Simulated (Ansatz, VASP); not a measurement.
**One calculation of Tl, two programs**

```
Tl
1.0
    -3.05727    3.05727    1.61174
     3.05727   -3.05727    1.61174
     3.05727    3.05727   -1.61174
Tl
2
Direct
  0.75000 0.25000 0.50000
  0.00000 0.00000 0.00000
```

Alike in both runs: functional PBEsol; k mesh 14 × 14 × 14; occupations gaussian, width 0.1 eV; no spin polarisation.

Ansatz relaxed the structure, and its values are those at the end. VASP's run is a single point on that final structure, the one shown.

|  | VASP | Ansatz |
| --- | --- | --- |
| version | VASP 6.6.1 | Ansatz 0.2.0 |
| potentials or method | VASP PAW PBE potentials, release 64 (Tl_d), cutoff 520 eV | scalar-relativistic, plane waves, PAW |
| valence electrons in the cell | 26 | 26 |

Ansatz gave:

```
gap on the k mesh at the Fermi level (eV) : none
pressure (GPa)                            : 0.1
```

Task: What did VASP give for the same quantities?

Result: gap on the k mesh at the Fermi level (eV): none; pressure (GPa): 0.0.

VASP's potentials were made for PBE, not for PBEsol. A gap of «none» marks a metal or a gap that the smearing closes.

Spin-orbit coupling is off throughout.
